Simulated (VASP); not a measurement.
The system is Sb.

```xyz
2
Lattice="0.0000 3.2711 3.2711 3.2711 0.0000 3.2711 3.2711 3.2711 0.0000" Properties=species:S:1:pos:R:3 pbc="T T T"
Sb   -0.8178   -0.8178   -0.8178
Sb    0.8178    0.8178    0.8178
```

| Property | Result |
| --- | --- |
| Program | VASP 6.6.1 |
| Task | relaxation of cell and atoms |
| Functional | PBE |
| Potentials or basis | VASP PAW PBE potentials, release 64 (Sb) |
| Cutoff | 500 eV |
| k mesh | 10 × 10 × 10 |
| Occupations | fermi-dirac, width 0.08 eV |
| Spin | no spin polarisation |

At the start: pressure 9.3 GPa; volume 35.00 Å³/atom.

Q: How do energy, volume and symmetry change on relaxing?

A: Over 5 steps the energy falls by 189.1 meV/atom and the volume is 42.66 Å³/atom (+21.9 %); space group Fd-3m (No. 227, to 0.05 Å).

Step by step:
| step | energy change (eV) | largest force (eV/Å) | pressure (GPa) | volume (Å³) |
| --- | --- | --- | --- | --- |
| 1 | 0.0000 | 0.0000 | 9.31 | 70.00 |
| 2 | -0.3243 | 0.0000 | -2.19 | 92.69 |
| 3 | -0.3783 | 0.0000 | 0.05 | 85.22 |
| 4 | -0.3783 | 0.0000 | -0.07 | 85.54 |
| 5 | -0.3783 | 0.0000 | 0.01 | 85.33 |

Final structure:
```
Sb
1.0
     0.00000    3.49425    3.49425
     3.49425    0.00000    3.49425
     3.49425    3.49425    0.00000
Sb
2
Direct
  0.87500 0.87500 0.87500
  0.12500 0.12500 0.12500
```

Caveat: the volume moved by over 15 % at a fixed basis, so the end points are rough.
